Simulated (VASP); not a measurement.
Here is a VASP 6.6.1 calculation.

INCAR

```
PREC     = Accurate       # precision mode
ENCUT    = 520            # plane-wave cutoff, eV
EDIFF    = 1E-6           # SCF threshold, eV
ISMEAR   = 0              # smearing method
SIGMA    = 0.1            # smearing width, eV
LREAL    = F              # projectors in reciprocal space
LASPH    = T              # aspherical terms in the spheres
NELM     = 150            # most SCF steps
ALGO     = Normal         # electronic algorithm
ISIF     = 2              # what is computed and relaxed
LWAVE    = F              # write WAVECAR
LCHARG   = F              # write CHGCAR
ISPIN    = 2              # spin polarisation
MAGMOM   = 0 0 0 0 0 1    # initial moments
LORBIT   = 11             # projections on sites
GGA      = PE             # functional
NBANDS   = 24             # bands
```

Contents of KPOINTS:

```
Automatic mesh
0
Gamma
  6 6 6
```

POSCAR

```
Li3Si2N
1.0
    2.4261106400      1.4007156300      3.8045558000
   -2.4261106400      1.4007156300      3.8045558000
    0.0000000000     -2.8014312600      3.8045558000
Li Si N
3 2 1
Direct
    0.5000000000      0.5000000000      0.0000000000
    0.0000000000      0.5000000000      0.5000000000
    0.5000000000      0.0000000000      0.5000000000
    0.2073785400      0.2073785400      0.2073785400
    0.7926214600      0.7926214600      0.7926214600
    0.0000000000      0.0000000000      0.0000000000
```

Potentials or basis: VASP PAW PBE potentials, release 64 (Li_sv, Si, N).

Run with:

```console
$ cat potpaw_PBE.64/Li_sv/POTCAR potpaw_PBE.64/Si/POTCAR potpaw_PBE.64/N/POTCAR > POTCAR
$ mpirun -np 1 vasp_std > vasp.out
```

**Question.** Estimate the net moment.

**Answer.** 0.00 μB per cell.

**Question.** Estimate the largest force.

**Answer.** 9.514 eV/Å.

**Question.** Predict the band gap on the k mesh.

**Answer.** Zero (filled and empty bands overlap).

Forces in eV/Å, atoms in the order of the input:
```
Li   0.000  0.000  0.000
Li   0.000  0.000  0.000
Li   0.000  0.000  0.000
Si   0.000  0.000 -9.514
Si   0.000  0.000  9.514
N    0.000  0.000  0.000
```

Caveat: forces of over 1 eV/Å act on the atoms, so gaps and moduli don't describe the material at rest.
